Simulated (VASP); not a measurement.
Input of a VASP 6.6.1 run:

Contents of INCAR:

```
PREC = Accurate ; ENCUT = 910
EDIFF = 1E-6 ; ISMEAR = 0
SIGMA = 0.15 ; LREAL = False
LASPH = True ; NELM = 120
ALGO = Normal ; ISIF = 2
LWAVE = False ; LCHARG = False
NBANDS = 28 ; GGA_COMPAT = False
```

Contents of KPOINTS:

```
regular mesh
0
Gamma
  12 12 10
```

POSCAR

```
SnO
1.0
    3.7657594054      0.0000000000      0.0000000000
    0.0000000000      3.7657594054      0.0000000000
    0.0000000000      0.0000000000      4.6562290729
Sn O
2 2
Direct
    0.0000000000      0.5000000000      0.2455950842
    0.5000000000      0.0000000000      0.7544049158
    0.0000000000      0.0000000000      0.0000000000
    0.5000000000      0.5000000000      0.0000000000
```

Potentials or basis: VASP PAW LDA potentials, release 64 (Sn_d, O_h).

Command:

```sh
$ cat potpaw_LDA.64/Sn_d/POTCAR potpaw_LDA.64/O_h/POTCAR > POTCAR
$ mpirun -np 1 vasp_std > vasp.out
```

**Question.** What does it give for the band gap on the k mesh?

**Answer.** Zero (bands 20 and 21 overlap by 0.22 eV).

**Question.** Estimate the pressure.

**Answer.** 0.3 GPa.

**Question.** Estimate the largest force.

**Answer.** 0.137 eV/Å.

Forces on the atoms (eV/Å):
```
Sn   0.000  0.000  0.137
Sn   0.000  0.000 -0.137
O    0.000  0.000  0.000
O    0.000  0.000  0.000
```

Caveat: the cutoff is under 1.25 times the usual one of these potentials, so pressure, stress and relaxed cells hold a basis-set (Pulay) error; semilocal functionals underestimate gaps, so a narrow gap can read as zero; spin-orbit coupling is left out, which moves the levels of the heavy elements.
